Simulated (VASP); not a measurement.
# Ir (P6_3/mmc) in VASP: notebook

Ir is run at these levels: LDA; tasks: single point.

Everything below comes from runs of VASP 6.6.1. Logs are shortened: lines on timing, memory, paths and dates and some standing lists are left out, and cuts for length are marked.

## Step 1: The cell of the first run

It takes space group P6_3/mmc (No. 194, hexagonal). The conventional cell has a = 2.768 Å, b = 2.768 Å, c = 4.459 Å, α = 90.00°, β = 90.00°, γ = 120.00°. Ir (site symmetry -6m2) has 12 Ir at 2.74 to 2.77 Å within 3.6 Å.

## Step 2: Single point, LDA

INCAR reads:

```
SYSTEM = Ir
ALGO = Normal
EDIFF = 1E-6
ENCUT = 500
GGA_COMPAT = .FALSE.
ISIF = 2
ISMEAR = 0
LASPH = .TRUE.
LCHARG = .FALSE.
LREAL = .FALSE.
LWAVE = .FALSE.
NBANDS = 16
NELM = 120
PREC = Accurate
SIGMA = 0.15
```

KPOINTS reads:

```
k-points
0
G
  18 18 10
  0 0 0
```

POSCAR reads:

```
Ir
1.0
    2.7684000000      0.0000000000      0.0000000000
   -1.3842000000      2.3975047278      0.0000000000
    0.0000000000      0.0000000000      4.4593000000
Ir
2
Direct
    0.6666666667      0.3333333333      0.7500000000
    0.3333333333      0.6666666667      0.2500000000
```

Potentials or basis: VASP PAW LDA potentials, release 64 (Ir).

Launch:

```
cat potpaw_LDA.64/Ir/POTCAR > POTCAR
mpirun -np 1 vasp_std > vasp.out
```

OUTCAR:

```text
SYSTEM = Ir
   EDIFF = 1E-6
   ENCUT = 500
   ISIF = 2
   ISMEAR = 0
   LASPH = .TRUE.
   LREAL = .FALSE.
   NELM = 120
   PREC = Accurate

 ion  position               nearest neighbor table
   1  0.667  0.333  0.750-   2 2.74   2 2.74   2 2.74   2 2.74   2 2.74   2 2.74
   2  0.333  0.667  0.250-   1 2.74   1 2.74   1 2.74   1 2.74   1 2.74   1 2.74

  LATTYP: Found a hexagonal cell.
 ALAT       =     2.7684000000
 C/A-ratio  =     1.6107860136

  Lattice vectors:

 A1 = (   2.7684000000,   0.0000000000,   0.0000000000)
 A2 = (  -1.3842000000,   2.3975047278,   0.0000000000)
 A3 = (   0.0000000000,   0.0000000000,   4.4593000000)

Analysis of symmetry for initial positions (statically):
=====================================================================
 Subroutine PRICEL returns:
 Original cell was already a primitive cell.

 Routine SETGRP: Setting up the symmetry group for a
 hexagonal supercell.

 Subroutine GETGRP returns: Found 24 space group operations
 (whereof 12 operations were pure point group operations)
 out of a pool of 24 trial point group operations.

The static configuration has the point symmetry D_3d.
 The point group associated with its full space group is D_6h.

Analysis of symmetry for dynamics (positions and initial velocities):
=====================================================================
 Subroutine PRICEL returns:
 Original cell was already a primitive cell.

 Routine SETGRP: Setting up the symmetry group for a
 hexagonal supercell.

 Subroutine GETGRP returns: Found 24 space group operations
 (whereof 12 operations were pure point group operations)
 out of a pool of 24 trial point group operations.

The dynamic configuration has the point symmetry D_3d.
 The point group associated with its full space group is D_6h.

 Subroutine INISYM returns: Found 24 space group operations
 (whereof 12 operations are pure point group operations),
 and found     1 'primitive' translations

----------------------------------------------------------------------------------------

                                     Primitive cell

  volume of cell :      29.5975

  direct lattice vectors                    reciprocal lattice vectors
     2.768400000  0.000000000  0.000000000     0.361219477  0.208550162  0.000000000
    -1.384200000  2.397504728  0.000000000     0.000000000  0.417100325  0.000000000
     0.000000000  0.000000000  4.459300000     0.000000000  0.000000000  0.224250443

  length of vectors
     2.768400000  2.768400000  4.459300000     0.417100325  0.417100325  0.224250443

  position of ions in fractional coordinates (direct lattice)
     0.666666667  0.333333333  0.750000000
     0.333333333  0.666666667  0.250000000

  ion indices of the primitive-cell ions
   primitive index   ion index
                 1           1
                 2           2

----------------------------------------------------------------------------------------

 KPOINTS: k-points

Automatic generation of k-mesh.
 Grid dimensions read from file:
 generate k-points for:   18   18   10

 Generating k-lattice:

  Cartesian coordinates                     Fractional coordinates (reciprocal lattice)
     0.020067749  0.011586120  0.000000000     0.055555556  0.000000000  0.000000000
     0.000000000  0.023172240  0.000000000     0.000000000  0.055555556  0.000000000
     0.000000000  0.000000000  0.022425044     0.000000000  0.000000000  0.100000000

  Length of vectors
     0.023172240  0.023172240  0.022425044

  Shift w.r.t. Gamma in fractional coordinates (k-lattice)
     0.000000000  0.000000000  0.000000000

 Subroutine IBZKPT returns following result:
 ===========================================

 Found    222 irreducible k-points:

 Following reciprocal coordinates:
            Coordinates               Weight
  0.000000  0.000000  0.000000      1.000000
  0.055556 -0.000000  0.000000      6.000000
  0.111111 -0.000000  0.000000      6.000000
  0.166667 -0.000000  0.000000      6.000000
  0.222222 -0.000000  0.000000      6.000000
  0.277778  0.000000  0.000000      6.000000
[... 16 lines left out ...]
  0.333333  0.111111  0.000000     12.000000
  0.388889  0.111111  0.000000     12.000000
 [... further k-points ...]
   k-points           NKPTS =    222   k-points in BZ     NKDIM =    222   number of bands    NBANDS=     16
   number of dos      NEDOS =    301   number of ions     NIONS =      2
   total plane-waves  NPLWV =  14400
   dimension x,y,z NGX =    20 NGY =   20 NGZ =   36
   dimension x,y,z NGXF=    40 NGYF=   40 NGZF=   72
   ions per type =               2
   NGX,Y,Z   is equivalent  to a cutoff of  12.01, 12.01, 13.42 a.u.
   NGXF,Y,Z  is equivalent  to a cutoff of  24.02, 24.02, 26.84 a.u.
 SYSTEM =  Ir
   PREC   = accura    normal or accurate (medium, high low for compatibility)
   ISTART =      0    job   : 0-new  1-cont  2-samecut
   ICHARG =      2    charge: 1-file 2-atom 10-const
   ISPIN  =      1    spin polarized calculation?
   LNONCOLLINEAR =      F non collinear calculations
   LSORBIT =      F    spin-orbit coupling
   LASPH  =      T    aspherical Exc in radial PAW
   ENCUT  =  500.0 eV  36.75 Ry    6.06 a.u.   5.05  5.05  8.13*2*pi/ulx,y,z
   NELM   =    120;   NELMIN=  2; NELMDL= -5     # of ELM steps
   EDIFF  = 0.1E-05   stopping-criterion for ELM
   LREAL  =      F    real-space projection
   EDIFFG = 0.1E-04   stopping-criterion for IOM
   NSW    =      0    number of steps for IOM
   IBRION =     -1    ionic relax: 0-MD 1-quasi-New 2-CG
   NFREE  =      0    steps in history (QN), initial steepest desc. (CG)
   ISIF   =      2    stress and relaxation
   ISYM   =      2    0-nonsym 1-usesym 2-fastsym
   POTIM  = 0.5000    time-step for ionic-motion
   TEBEG  =    0.0;   TEEND  =   0.0 temperature during run
   PSTRESS=    0.0 pullay stress
   NELECT =      18.0000    total number of electrons
   NUPDOWN=      -1.0000    fix difference up-down
   EMIN   =  10.00;   EMAX   =-10.00  energy-range for DOS
   EFERMI =   0.00;   METHOD = LEGACY
   ISMEAR =     0;   SIGMA  =   0.15  broadening in eV -4-tet -1-fermi 0-gaus
   EFERMI_NEDOS =   21; number of points for ismear=-14 and -15
   IALGO  =     38    algorithm
   IMIX   =      4    mixing-type and parameters
     AMIX     =   0.40;   BMIX     =  1.00
     AMIX_MAG =   1.60;   BMIX_MAG =  1.00
  volume/ion in A,a.u.               =      14.80        99.87
  Fermi-wavevector in a.u.,A,eV,Ry     =   1.387013  2.621075 26.174973  1.923806
  Thomas-Fermi vector in A             =   2.511275
   LORBIT       =      0    0 simple, 1 ext, 2 COOP (PROOUT), +10 PAW based schemes
   GGA     = CA    functional components
   LHFCALC =     F    Hartree Fock is set to
   AEXX    =    0.0000 exact exchange contribution
   IVDW    =     0    specifies the selected vdW correction
   LEPSILON=     F    determine dielectric tensor
   LRPA    =     F    only Hartree local field effects (RPA)
 non-spin polarized calculation
 Gauss-broadening in eV      SIGMA  =   0.15
  energy-cutoff  :      500.00
  volume of cell :       29.60
 maximum number of plane-waves:       772
   NGX = 11   NGY = 11   NGZ = 17

 number of electron      17.9999999 magnetization

 Free energy of the ion-electron system (eV)
  ---------------------------------------------------
  ext. energy  EPLUGINS =         0.00000000
  ---------------------------------------------------
  free energy    TOTEN  =       -20.40627581 eV

  energy without entropy =      -20.37987289  energy(sigma->0) =      -20.39307435

 E-fermi :   9.6548     XC(G=0): -13.8798

 val. band max:        9.6349478033   @ k =   0.2222   0.1111   0.5000
 cond. band min:       9.6575315773   @ k =   0.2222   0.1667   0.2000
 fundamental gap:      0.0225837740
 Fermi energy:         9.6548400483

 k-point     1 :       0.0000    0.0000    0.0000
  band No.  band energies     occupation
      1      -1.0963      2.00000
      2       1.9243      2.00000
      3       5.9923      2.00000
      4       6.0321      2.00000
      5       6.0321      2.00000
      6       6.6608      2.00000
[... 8 lines left out ...]
     15      26.1743      0.00000
     16      27.0866      0.00000

 k-point     2 :       0.0556   -0.0000    0.0000
  band No.  band energies     occupation
      1      -0.9810      2.00000
      2       2.0265      2.00000
      3       5.7359      2.00000
      4       6.1274      2.00000
      5       6.2652      2.00000
      6       6.5994      2.00000
[... 8 lines left out ...]
     15      26.3237      0.00000
     16      27.2592      0.00000

 k-point     3 :       0.1111   -0.0000    0.0000
  band No.  band energies     occupation
      1      -0.6437      2.00000
      2       2.3134      2.00000
      3       5.4212      2.00000
      4       6.3824      2.00000
      5       6.4093      2.00000
      6       6.5977      2.00000
[... 8 lines left out ...]
     15      26.7181      0.00000
     16      27.4958      0.00000

 k-point     4 :       0.1667   -0.0000    0.0000
  band No.  band energies     occupation
      1      -0.1124      2.00000
      2       2.7121      2.00000
      3       5.1181      2.00000
      4       5.9346      2.00000
      5       6.1664      2.00000
      6       6.8249      2.00000
[... 8 lines left out ...]
     15      26.9406      0.00000
     16      27.0913      0.00000
[... 324 lines left out ...]
 k-point    22 :       0.2778    0.1111    0.0000
  band No.  band energies     occupation
      1       2.2204      2.00000
      2       3.2788      2.00000
      3       3.8650      2.00000
      4       4.9683      2.00000
      5       5.7548      2.00000
      6       6.2593      2.00000
[... 8 lines left out ...]
     15      21.4569      0.00000
     16      24.7175      0.00000

 k-point    23 :       0.3333    0.1111    0.0000
  band No.  band energies     occupation
      1       2.6443      2.00000
      2       3.0723      2.00000
      3       3.4955      2.00000
      4       5.3866      2.00000
      5       5.6652      2.00000
      6       6.4836      2.00000
[... 8 lines left out ...]
     15      20.2582      0.00000
     16      24.2039      0.00000

 k-point    24 :       0.3889    0.1111    0.0000
  band No.  band energies     occupation
      1       2.8322      2.00000
      2       2.9319      2.00000
      3       3.2694      2.00000
      4       5.6299      2.00000
      5       5.8116      2.00000
      6       6.3133      2.00000
[... 8 lines left out ...]
     15      19.9585      0.00000
     16      22.5335      0.00000

 [... further k-points ...]
[... 5 lines left out ...]
  --------------------------------------------------------------------------------------
  -------------------------------------------------------------------------------------
  Total       -3.6949050     -3.6949050     -3.4014056      0.0000000     -0.0000000      0.0000000
  in kB     -200.0132905   -200.0132905   -184.1255280      0.0000000     -0.0000000      0.0000000
  external PRESSURE =    -194.7173697 kB  Pullay stress =       0.0000000 kB

 VOLUME and BASIS-vectors are now :
 -----------------------------------------------------------------------------
  energy-cutoff  :      500.00
  volume of cell :       29.60
      direct lattice vectors                 reciprocal lattice vectors
     2.768400000  0.000000000  0.000000000     0.361219477  0.208550162  0.000000000
    -1.384200000  2.397504728  0.000000000     0.000000000  0.417100325  0.000000000
     0.000000000  0.000000000  4.459300000     0.000000000  0.000000000  0.224250443

 POSITION                                       TOTAL-FORCE (eV/Angst)
 -----------------------------------------------------------------------------------
      1.38420      0.79917      3.34448        -0.000000     -0.000000      0.000000
     -0.00000      1.59834      1.11482         0.000000      0.000000      0.000000
 -----------------------------------------------------------------------------------
    total drift:                               -0.000000      0.000000     -0.000000

  FREE ENERGIE OF THE ION-ELECTRON SYSTEM (eV)
  ---------------------------------------------------
  free  energy   TOTEN  =       -20.4062758052 eV

  energy  without entropy=      -20.3798728869  energy(sigma->0) =      -20.39307435
```

Wall time 90 s (1 thread of Intel Xeon Platinum 8259CL at 2.50GHz (Skylake/Cascade Lake), shared host); peak memory 0.19 GiB.

Results:

| Item | Value |
| --- | --- |
| Free energy | -20.4063 eV |
| Pressure | -19.5 GPa |
| Band gap on the k mesh | zero (band 9 reaches 10.57 eV, above the bottom of band 10 at 7.43 eV) |

Caveat: spin-orbit coupling is left out, which moves the levels of the heavy elements.

## Step 3: Single point, LDA

This run uses another cell than the first one, of 14.85 Å³/atom, 1.003 times its volume.

INCAR reads:

```
  ALGO = Normal
  EDIFF = 1E-6
  ENCUT = 500
  GGA_COMPAT = False
  ISIF = 2
  ISMEAR = 0
  LASPH = True
  LCHARG = False
  LREAL = False
  LWAVE = False
  NBANDS = 16
  NELM = 120
  PREC = Accurate
  SIGMA = 0.15
```

KPOINTS reads:

```
k-points
0
Gamma
  18 18 10
```

POSCAR reads:

```
Ir
1.0
    2.7594000000      0.0000000000      0.0000000000
   -1.3797000000      2.3897104992      0.0000000000
    0.0000000000      0.0000000000      4.5032000000
Ir
2
Direct
    0.6666666667      0.3333333333      0.7500000000
    0.3333333333      0.6666666667      0.2500000000
```

Potentials or basis: VASP PAW LDA potentials, release 64 (Ir).

Launch:

```
cat potpaw_LDA.64/Ir/POTCAR > POTCAR
mpirun -np 1 vasp_std > vasp.out
```

Wall time 72 s (1 thread of Intel Xeon Platinum 8259CL at 2.50GHz (Skylake/Cascade Lake), shared host); peak memory 0.19 GiB.

Results (log left out):

```yaml
Free_energy: -20.3934 eV
Pressure: -20.5 GPa
Band_gap_on_the_k_mesh: zero (band 9 reaches 10.50 eV, above the bottom of band 10 at 7.38 eV)
```

Stress tensor (GPa, compression positive):
```
-19.67   0.00   0.00
  0.00 -19.67   0.00
  0.00   0.00 -22.17
```

Levels at points of the mesh, in eV from the Fermi level:
```csv
k point,band 6,band 7,band 8,band 9,band 10,band 11,band 12,band 13
"(0.00, 0.00, 0.00)",-2.99,-2.99,-2.17,-2.17,-0.70,0.26,0.26,6.56
"(0.50, 0.00, 0.00)",-3.19,-2.83,0.69,0.87,1.07,2.82,4.22,7.95
"(0.00, 0.00, 0.50)",-3.69,-3.69,-3.69,-0.45,-0.45,-0.45,-0.45,13.52
"(0.50, 0.00, 0.50)",-1.96,-0.85,-0.85,0.91,0.91,1.97,1.97,7.28
```

Caveat: spin-orbit coupling is left out, which moves the levels of the heavy elements.

## Step 4: Single point, LDA

This run uses another cell than the first one, of 14.94 Å³/atom, 1.009 times its volume.

INCAR reads:

```
PREC = Accurate
ENCUT = 500
EDIFF = 1E-6
ISMEAR = 0
SIGMA = 0.15
LREAL = False
LASPH = True
NELM = 120
ALGO = Normal
ISIF = 2
LWAVE = False
LCHARG = True
LELF = True
LVHAR = True
NBANDS = 16
GGA_COMPAT = False
```

KPOINTS reads:

```
regular mesh
0
Gamma
  18 18 10
```

POSCAR reads:

```
Ir
1.0
    2.7323000000      0.0000000000      0.0000000000
   -1.3661500000      2.3662412107      0.0000000000
    0.0000000000      0.0000000000      4.6202000000
Ir
2
Direct
    0.6666666667      0.3333333333      0.7500000000
    0.3333333333      0.6666666667      0.2500000000
```

Launch:

```
cat potpaw_LDA.64/Ir/POTCAR > POTCAR
mpirun -np 1 vasp_std > vasp.out
```

It took 82 s on 1 thread of Intel Xeon Platinum 8259CL at 2.50GHz (Skylake/Cascade Lake), shared host; peak memory 0.2 GiB.

It converged, with:

```
Free energy            : -20.3368 eV
Pressure               : -21.7 GPa
Band gap on the k mesh : zero (band 9 reaches 10.56 eV, above the bottom of band 10 at 7.27 eV)
```

Stress tensor (GPa, compression positive):
```
-17.47   0.00   0.00
  0.00 -17.47   0.00
  0.00   0.00 -30.03
```

Levels at points of the mesh, in eV from the Fermi level:
```tsv
k point	band 5	band 6	band 7	band 8	band 9	band 10	band 11	band 12	band 13	band 14
(0.00, 0.00, 0.00)	-3.50	-2.98	-2.98	-1.82	-1.82	-0.96	0.33	0.33	6.07	14.64
(0.50, 0.00, 0.00)	-3.45	-2.97	-2.93	0.76	0.95	1.25	2.92	4.38	7.90	9.56
(0.00, 0.00, 0.50)	-3.53	-3.53	-3.53	-3.53	-0.37	-0.37	-0.37	-0.37	13.06	13.06
(0.50, 0.00, 0.50)	-1.75	-1.75	-0.77	-0.77	1.13	1.13	1.99	1.99	7.41	7.41
```

Caveat: spin-orbit coupling is left out, which moves the levels of the heavy elements.

[end of part 1 of 3]
